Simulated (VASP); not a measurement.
# FeO (Pm-3m) in VASP: notebook

Runs on FeO. Level: PBE. Tasks: single point.

Program: VASP 6.6.1. These are calculated values, not measurements. Logs are shortened: lines on timing, memory, paths and dates and some standing lists are left out, and cuts for length are marked.

### 1 The cell of the first run

Symmetry: Pm-3m, No. 221, cubic system. The conventional cell has a = 2.595 Å, b = 2.595 Å, c = 2.595 Å, α = 90.00°, β = 90.00°, γ = 90.00°. Within 3.0 Å of Fe (site symmetry m-3m) lie 8 O at 2.25 Å and 6 Fe at 2.59 Å. O (site symmetry m-3m) has 8 Fe at 2.25 Å and 6 O at 2.59 Å within 3.0 Å.

### 2 Single point, PBE, collinear spin, ferromagnetic start

File INCAR:

```
PREC = Accurate
ENCUT = 520
EDIFF = 1E-6
ISMEAR = -1
SIGMA = 0.05
LREAL = F
LASPH = T
NELM = 150
ALGO = Normal
ISIF = 2
LWAVE = F
LCHARG = F
ISPIN = 2
MAGMOM = 3 0
LORBIT = 11
LMAXMIX = 4
GGA = PE
NBANDS = 18
```

File KPOINTS:

```
Automatic mesh
0
Gamma
  10 10 10
```

File POSCAR:

```
FeO
1.0
    2.5949357485      0.0000000000      0.0000000000
    0.0000000000      2.5949357485      0.0000000000
    0.0000000000      0.0000000000      2.5949357485
Fe O
1 1
Direct
    0.0000000000      0.0000000000      0.0000000000
    0.5000000000      0.5000000000      0.5000000000
```

Potentials or basis: VASP PAW PBE potentials, release 64 (Fe, O).

Command:

```bash
cat potpaw_PBE.64/Fe/POTCAR potpaw_PBE.64/O/POTCAR > POTCAR
mpirun -np 1 vasp_std > vasp.out
```

OUTCAR:

```text
PREC = Accurate
   ENCUT = 520
   EDIFF = 1E-6
   ISMEAR = -1
   LREAL = F
   LASPH = T
   NELM = 150
   ISIF = 2
   ISPIN = 2
   LORBIT = 11
   GGA = PE

 ion  position               nearest neighbor table
   1  0.000  0.000  0.000-   2 2.25   2 2.25   2 2.25   2 2.25   2 2.25   2 2.25   2 2.25   2 2.25

   2  0.500  0.500  0.500-   1 2.25   1 2.25   1 2.25   1 2.25   1 2.25   1 2.25   1 2.25   1 2.25

  LATTYP: Found a simple cubic cell.
 ALAT       =     2.5949357485

  Lattice vectors:

 A1 = (   2.5949357485,   0.0000000000,   0.0000000000)
 A2 = (   0.0000000000,   2.5949357485,   0.0000000000)
 A3 = (   0.0000000000,   0.0000000000,   2.5949357485)

Analysis of symmetry for initial positions (statically):
=====================================================================
 Subroutine PRICEL returns:
 Original cell was already a primitive cell.

 Routine SETGRP: Setting up the symmetry group for a
 simple cubic supercell.

 Subroutine GETGRP returns: Found 48 space group operations
 (whereof 48 operations were pure point group operations)
 out of a pool of 48 trial point group operations.

The static configuration has the point symmetry O_h .

Analysis of symmetry for dynamics (positions and initial velocities):
=====================================================================
 Subroutine PRICEL returns:
 Original cell was already a primitive cell.

 Routine SETGRP: Setting up the symmetry group for a
 simple cubic supercell.

 Subroutine GETGRP returns: Found 48 space group operations
 (whereof 48 operations were pure point group operations)
 out of a pool of 48 trial point group operations.

The dynamic configuration has the point symmetry O_h .

Analysis of structural, dynamic, and magnetic symmetry:
=====================================================================
 Subroutine PRICEL returns:
 Original cell was already a primitive cell.

 Routine SETGRP: Setting up the symmetry group for a
 simple cubic supercell.

 Subroutine GETGRP returns: Found 48 space group operations
 (whereof 48 operations were pure point group operations)
 out of a pool of 48 trial point group operations.

The overall configuration has the point symmetry O_h .

 Subroutine INISYM returns: Found 48 space group operations
 (whereof 48 operations are pure point group operations),
 and found     1 'primitive' translations

----------------------------------------------------------------------------------------

                                     Primitive cell

  volume of cell :      17.4735

  direct lattice vectors                    reciprocal lattice vectors
     2.594935749  0.000000000  0.000000000     0.385365996  0.000000000  0.000000000
     0.000000000  2.594935749  0.000000000     0.000000000  0.385365996  0.000000000
     0.000000000  0.000000000  2.594935749     0.000000000  0.000000000  0.385365996

  length of vectors
     2.594935749  2.594935749  2.594935749     0.385365996  0.385365996  0.385365996

  position of ions in fractional coordinates (direct lattice)
     0.000000000  0.000000000  0.000000000
     0.500000000  0.500000000  0.500000000

  ion indices of the primitive-cell ions
   primitive index   ion index
                 1           1
                 2           2

----------------------------------------------------------------------------------------

 KPOINTS: Automatic mesh

Automatic generation of k-mesh.
 Grid dimensions read from file:
 generate k-points for:   10   10   10

 Generating k-lattice:

  Cartesian coordinates                     Fractional coordinates (reciprocal lattice)
     0.038536600  0.000000000  0.000000000     0.100000000  0.000000000  0.000000000
     0.000000000  0.038536600  0.000000000     0.000000000  0.100000000  0.000000000
     0.000000000  0.000000000  0.038536600     0.000000000  0.000000000  0.100000000

  Length of vectors
     0.038536600  0.038536600  0.038536600

  Shift w.r.t. Gamma in fractional coordinates (k-lattice)
     0.000000000  0.000000000  0.000000000

 Subroutine IBZKPT returns following result:
 ===========================================

 Found     56 irreducible k-points:

 Following reciprocal coordinates:
            Coordinates               Weight
  0.000000  0.000000  0.000000      1.000000
  0.100000  0.000000  0.000000      6.000000
  0.200000  0.000000  0.000000      6.000000
  0.300000  0.000000  0.000000      6.000000
  0.400000  0.000000  0.000000      6.000000
  0.500000  0.000000  0.000000      3.000000
[... 16 lines left out ...]
  0.200000  0.100000  0.100000     24.000000
  0.300000  0.100000  0.100000     24.000000
 [... further k-points ...]
   k-points           NKPTS =     56   k-points in BZ     NKDIM =     56   number of bands    NBANDS=     18
   number of dos      NEDOS =    301   number of ions     NIONS =      2
   total plane-waves  NPLWV =   8000
   dimension x,y,z NGX =    20 NGY =   20 NGZ =   20
   dimension x,y,z NGXF=    40 NGYF=   40 NGZF=   40
   ions per type =               1   1
   NGX,Y,Z   is equivalent  to a cutoff of  12.81, 12.81, 12.81 a.u.
   NGXF,Y,Z  is equivalent  to a cutoff of  25.63, 25.63, 25.63 a.u.
 SYSTEM =  unknown system
   PREC   = accura    normal or accurate (medium, high low for compatibility)
   ISTART =      0    job   : 0-new  1-cont  2-samecut
   ICHARG =      2    charge: 1-file 2-atom 10-const
   ISPIN  =      2    spin polarized calculation?
   LNONCOLLINEAR =      F non collinear calculations
   LSORBIT =      F    spin-orbit coupling
   LASPH  =      T    aspherical Exc in radial PAW
   ENCUT  =  520.0 eV  38.22 Ry    6.18 a.u.   4.82  4.82  4.82*2*pi/ulx,y,z
   NELM   =    150;   NELMIN=  2; NELMDL= -5     # of ELM steps
   EDIFF  = 0.1E-05   stopping-criterion for ELM
   LREAL  =      F    real-space projection
[... 7 lines left out ...]
   TEBEG  =    0.0;   TEEND  =   0.0 temperature during run
   PSTRESS=    0.0 pullay stress
   NELECT =      14.0000    total number of electrons
   NUPDOWN=      -1.0000    fix difference up-down
   EMIN   =  10.00;   EMAX   =-10.00  energy-range for DOS
   EFERMI =   0.00;   METHOD = LEGACY
   ISMEAR =    -1;   SIGMA  =   0.05  broadening in eV -4-tet -1-fermi 0-gaus
   EFERMI_NEDOS =   21; number of points for ismear=-14 and -15
   IALGO  =     38    algorithm
   IMIX   =      4    mixing-type and parameters
     AMIX     =   0.40;   BMIX     =  1.00
     AMIX_MAG =   1.60;   BMIX_MAG =  1.00
  volume/ion in A,a.u.               =       8.74        58.96
  Fermi-wavevector in a.u.,A,eV,Ry     =   1.520516  2.873358 31.456233  2.311968
  Thomas-Fermi vector in A             =   2.629356
   LORBIT       =     11    0 simple, 1 ext, 2 COOP (PROOUT), +10 PAW based schemes
   GGA     = PE    functional components
   LHFCALC =     F    Hartree Fock is set to
   AEXX    =    0.0000 exact exchange contribution
   IVDW    =     0    specifies the selected vdW correction
   LEPSILON=     F    determine dielectric tensor
   LRPA    =     F    only Hartree local field effects (RPA)
 spin polarized calculation
  energy-cutoff  :      520.00
  volume of cell :       17.47
 maximum number of plane-waves:       482
 NGX is ok and might be reduce to    20
   NGX =  9   NGY =  9   NGZ =  9

 number of electron      13.9999998 magnetization       3.9949668

 Free energy of the ion-electron system (eV)
  ---------------------------------------------------
  ext. energy  EPLUGINS =         0.00000000
  ---------------------------------------------------
  free energy    TOTEN  =       -14.33251037 eV

  energy without entropy =      -14.33013378  energy(sigma->0) =      -14.33132207

 E-fermi :   6.8936     XC(G=0): -13.0514

 val. band max:        6.8760276979   @ k =   0.2000   0.2000   0.0000
 cond. band min:       6.9728508339   @ k =   0.5000   0.3000   0.3000
 fundamental gap:      0.0968231360
 Fermi energy:         6.8936046699

 spin component 1

 k-point     1 :       0.0000    0.0000    0.0000
  band No.  band energies     occupation
      1     -13.8028      1.00000
      2       2.2120      1.00000
      3       2.2120      1.00000
      4       3.9377      1.00000
      5       3.9377      1.00000
      6       3.9377      1.00000
[... 10 lines left out ...]
     17      38.3831      0.00000
     18      38.3831      0.00000

 k-point     2 :       0.1000    0.0000    0.0000
  band No.  band energies     occupation
      1     -13.6935      1.00000
      2       1.8858      1.00000
      3       2.2485      1.00000
      4       3.4440      1.00000
      5       3.4440      1.00000
      6       3.6755      1.00000
[... 10 lines left out ...]
     17      37.0315      0.00000
     18      37.0315      0.00000
[... 442 lines left out ...]
 k-point    24 :       0.3000    0.1000    0.1000
  band No.  band energies     occupation
      1     -12.8188      1.00000
      2      -0.4983      1.00000
      3       1.8576      1.00000
      4       2.3753      1.00000
      5       2.8548      1.00000
      6       4.1851      1.00000
[... 10 lines left out ...]
     17      34.0396      0.00000
     18      36.9475      0.00000

 [... further k-points ...]

 spin component 2

 k-point     1 :       0.0000    0.0000    0.0000
  band No.  band energies     occupation
      1     -13.1714      1.00000
      2       4.6493      1.00000
      3       4.6493      1.00000
      4       4.6493      1.00000
      5       4.6930      1.00000
      6       4.6941      1.00000
[... 10 lines left out ...]
     17      38.8383      0.00000
     18      38.8383      0.00000

 k-point     2 :       0.1000    0.0000    0.0000
  band No.  band energies     occupation
      1     -13.0599      1.00000
      2       3.3640      1.00000
      3       4.5660      1.00000
      4       4.5661      1.00000
      5       4.7436      1.00000
      6       5.4334      1.00000
[... 10 lines left out ...]
     17      37.6593      0.00000
     18      37.6594      0.00000
[... 442 lines left out ...]
 k-point    24 :       0.3000    0.1000    0.1000
  band No.  band energies     occupation
      1     -12.1624      1.00000
      2       0.3501      1.00000
      3       3.5146      1.00000
      4       3.7743      1.00000
      5       5.4836      1.00000
      6       7.2330      0.00113
[... 10 lines left out ...]
     17      34.9093      0.00000
     18      37.7924      0.00000

 [... further k-points ...]
[... 5 lines left out ...]
  --------------------------------------------------------------------------------------
  -------------------------------------------------------------------------------------
  Total        1.5632982      1.5632982      1.5632982     -0.0000000     -0.0000000      0.0000000
  in kB      143.3417090    143.3417090    143.3417090     -0.0000000     -0.0000000      0.0000000
  external PRESSURE =     143.3417090 kB  Pullay stress =       0.0000000 kB

 VOLUME and BASIS-vectors are now :
 -----------------------------------------------------------------------------
  energy-cutoff  :      520.00
  volume of cell :       17.47
      direct lattice vectors                 reciprocal lattice vectors
     2.594935749  0.000000000  0.000000000     0.385365996  0.000000000  0.000000000
     0.000000000  2.594935749  0.000000000     0.000000000  0.385365996  0.000000000
     0.000000000  0.000000000  2.594935749     0.000000000  0.000000000  0.385365996

 POSITION                                       TOTAL-FORCE (eV/Angst)
 -----------------------------------------------------------------------------------
      0.00000      0.00000      0.00000         0.000000      0.000000      0.000000
      1.29747      1.29747      1.29747         0.000000      0.000000      0.000000
 -----------------------------------------------------------------------------------
    total drift:                                0.000000      0.000000      0.000000

  FREE ENERGIE OF THE ION-ELECTRON SYSTEM (eV)
  ---------------------------------------------------
  free  energy   TOTEN  =       -14.3325103672 eV

  energy  without entropy=      -14.3301337822  energy(sigma->0) =      -14.33132207

 total charge

# of ion       s       p       d       tot
------------------------------------------
    1        0.309   0.392   6.145   6.846
    2        1.570   3.419   0.000   4.989
--------------------------------------------------
tot          1.879   3.811   6.145  11.835

 magnetization (x)

# of ion       s       p       d       tot
------------------------------------------
    1        0.009   0.020   3.492   3.522
    2        0.030   0.348   0.000   0.378
--------------------------------------------------
tot          0.040   0.368   3.492   3.900
```

Run time: 14 s. Hardware: 1 thread of Intel Xeon 6975P-C (Granite Rapids), shared host; peak memory 0.15 GiB.

Results:

| Item | Value |
| --- | --- |
| Free energy | -14.3325 eV |
| Pressure | 14.3 GPa |
| Band gap on the k mesh | zero (filled and empty bands overlap) |
| Net moment | 3.99 μB per cell |
| Site moments | Fe +3.52; O +0.38 μB |
| Valence electrons inside the program's atomic spheres | Fe 6.85; O 4.99 |

Levels at points of the mesh, in eV from the Fermi level:
Spin up:
| k point | band 7 | band 8 | band 9 | band 10 | band 11 | band 12 |
| --- | --- | --- | --- | --- | --- | --- |
| (0.00, 0.00, 0.00) | -2.51 | -2.51 | -2.51 | 0.92 | 15.50 | 15.50 |
| (0.50, 0.00, 0.00) | -1.51 | -0.19 | -0.19 | 6.23 | 8.53 | 15.97 |
| (0.50, 0.50, 0.00) | -3.20 | -2.01 | -1.46 | 6.17 | 11.37 | 11.37 |
| (0.50, 0.50, 0.50) | -0.12 | -0.12 | -0.12 | 6.75 | 6.75 | 6.75 |
Spin down:
```
           k point  band 1  band 2  band 3  band 4  band 5  band 6  band 7  band 8  band 9  band 10
(0.00, 0.00, 0.00)  -20.07   -2.24   -2.24   -2.24   -2.20   -2.20    1.61    1.61    1.61     1.96
(0.50, 0.00, 0.00)  -18.67   -8.34   -3.01   -3.01   -1.65    1.38    1.74    2.67    2.67     7.01
(0.50, 0.50, 0.00)  -17.98   -5.96   -5.96   -1.72   -1.29    0.40    0.69    0.69    1.77     7.93
(0.50, 0.50, 0.50)  -16.90   -6.48   -6.48   -6.48    1.83    1.83    3.07    3.07    3.07     7.50
```

Caveat: a cell with one magnetic atom can't hold antiferromagnetic order, which such compounds often take; semilocal functionals often make such compounds metallic where correlation or magnetic order opens a gap, which also shifts bond lengths.

[end of part 1 of 2]
